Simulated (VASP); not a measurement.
## TaS2: single point with PBE

The system is TaS2.

```
Ta S
1.0
     3.35000    0.00000    0.00000
    -1.67500    2.90119    0.00000
     0.00000    0.00000    5.74280
Ta S
1 2
Direct
  0.00000 0.00000 0.00000
  0.33333 0.66667 0.25000
  0.66667 0.33333 0.75000
```

This cell differs from its parent crystal: zz strain of -2 %.

- Program: VASP 6.6.1
- Task: single point
- Functional: PBE
- Potentials or basis: VASP PAW PBE potentials, release 64 (Ta_pv, S)
- Cutoff: 500 eV
- k mesh: 9 × 9 × 5
- Occupations: fermi-dirac, width 0.03 eV
- Spin: no spin polarisation

* Pressure: 12.5 GPa
* Largest force: 1.730 eV/Å
* Band gap on the k mesh: zero (an odd number of electrons rules out a gap without spin polarisation)

Forces on the atoms (eV/Å):
```
Ta   0.000  0.000  0.000
S    0.000  0.000  1.730
S    0.000  0.000 -1.730
```

Stress tensor (GPa, compression positive):
```
10.20  0.00  0.00
 0.00 10.20  0.00
 0.00  0.00 16.95
```

Levels at points of the mesh, in eV from the Fermi level:
```
           k point  band 8  band 9  band 10  band 11  band 12  band 13  band 14  band 15  band 16  band 17
(0.00, 0.00, 0.00)   -4.47   -1.26    -0.86    -0.86    -0.03    -0.03     0.38     4.17     4.17     5.12
```

It took 19 s on 1 thread of AMD EPYC 9R45 96-Core Processor (Zen 5), on a shared host, peak memory 0.16 GiB.

Caveat: the cell differs from its parent crystal (zz strain of -2 %); the stress differs along the axes, from 10 to 17 GPa; spin-orbit coupling is left out, which moves the levels of the heavy elements; this functional lacks dispersion, which binds layers or chains, so the pressure and a relaxed spacing across them are unreliable; forces of over 1 eV/Å act on the atoms, so gaps and moduli don't describe the material at rest.
